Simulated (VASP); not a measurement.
Crystal: SrTiO3.

```
CELL_PARAMETERS angstrom
3.91270 0.00000 0.00000
0.00000 3.91270 0.00000
0.00000 0.00000 3.91270
ATOMIC_POSITIONS crystal
Sr 0.00000 0.00000 0.00000
Ti 0.50000 0.50000 0.50000
O 0.50000 0.00000 0.50000
O 0.50000 0.50000 0.00000
O 0.00000 0.50000 0.50000
```

```yaml
Program: VASP 6.6.1
Task: relaxation of cell and atoms
Functional: PBE
Potentials_or_basis: VASP PAW PBE potentials, release 64 (Sr_sv, Ti_sv, O)
Cutoff: 600 eV
k_mesh: 6 × 6 × 6
Occupations: fermi-dirac, width 0.02 eV
Spin: no spin polarisation
```

At the start: pressure 3.6 GPa; volume 11.98 Å³/atom.

Where does the relaxation end?

Over 3 steps the energy falls by 2.8 meV/atom and the volume is 12.23 Å³/atom (+2.1 %); space group Pm-3m (No. 221, to 0.05 Å).

The path:
| step | energy change (eV) | largest force (eV/Å) | pressure (GPa) | volume (Å³) |
| --- | --- | --- | --- | --- |
| 1 | 0.0000 | 0.0000 | 3.64 | 59.90 |
| 2 | -0.0035 | 0.0000 | -2.97 | 62.29 |
| 3 | -0.0142 | 0.0000 | -0.01 | 61.17 |

Final structure:
```yaml
crystal:
  lattice:
    - [3.94008, 0.00000, 0.00000]
    - [0.00000, 3.94008, 0.00000]
    - [0.00000, 0.00000, 3.94008]
  atoms:
    - { symbol: Sr, position: [0.00000, 0.00000, 0.00000] }
    - { symbol: Ti, position: [0.50000, 0.50000, 0.50000] }
    - { symbol: O, position: [0.50000, 0.00000, 0.50000] }
    - { symbol: O, position: [0.50000, 0.50000, 0.00000] }
    - { symbol: O, position: [0.00000, 0.50000, 0.50000] }
```
